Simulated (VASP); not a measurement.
Wanted: the native input for a VASP 6.6.1 run.

```
Task                   : single point
Functional             : PBE
Potentials or basis    : VASP PAW PBE potentials, release 64 (O, Cd, Te)
Cutoff                 : 520 eV
k mesh                 : 6 × 6 × 4
Occupations            : fermi-dirac, width 0.02 eV
Spin                   : no spin polarisation
Dipole correction      : no
Further INCAR settings : ALGO = Normal; EDIFF = 1e-06; NBANDS = 26
```

The structure of Cd2TeO lies in POSCAR:

```
Cd2TeO
1.0
    4.1631380621      0.0000000000      0.0000000000
    0.0000000000      4.1631380621      0.0000000000
    0.0000000000      0.0000000000      5.5708265933
O Cd Te
1 2 1
Direct
    0.0000000000      0.0000000000      0.0000000000
    0.0000000000      0.5000000000      0.8307984124
    0.5000000000      0.0000000000      0.1692015876
    0.5000000000      0.5000000000      0.5000000000
```

This cell differs from its parent crystal: volume changed by -3%.

One way to write it, as run:

INCAR

```
SYSTEM = Cd2TeO
PREC = Accurate ; ENCUT = 520
EDIFF = 1E-6 ; ISMEAR = -1
SIGMA = 0.02 ; LREAL = .False.
LASPH = .True. ; NELM = 100
ALGO = Normal ; ISIF = 2
LWAVE = .False. ; LCHARG = .False.
GGA = PE ; NBANDS = 26
```

KPOINTS

```
Automatic mesh
0
Gamma
  6 6 4
  0 0 0
```

Potentials or basis: VASP PAW PBE potentials, release 64 (O, Cd, Te).

The run is started by

```sh
$ cat potpaw_PBE.64/O/POTCAR potpaw_PBE.64/Cd/POTCAR potpaw_PBE.64/Te/POTCAR > POTCAR
$ mpirun -np 1 vasp_std > vasp.out
```

It gave:

```yaml
Pressure: 2.2 GPa
Largest_force: 0.016 eV/Å
Band_gap_on_the_k_mesh: zero (band 18 reaches 2.44 eV, above the bottom of band 19 at 2.29 eV)
```

Caveat: spin-orbit coupling is left out, which moves the levels of the heavy elements.

Run time: 34 s on 1 thread of AMD EPYC 9R45 96-Core Processor (Zen 5), with other jobs on the host, peak memory 0.21 GiB.
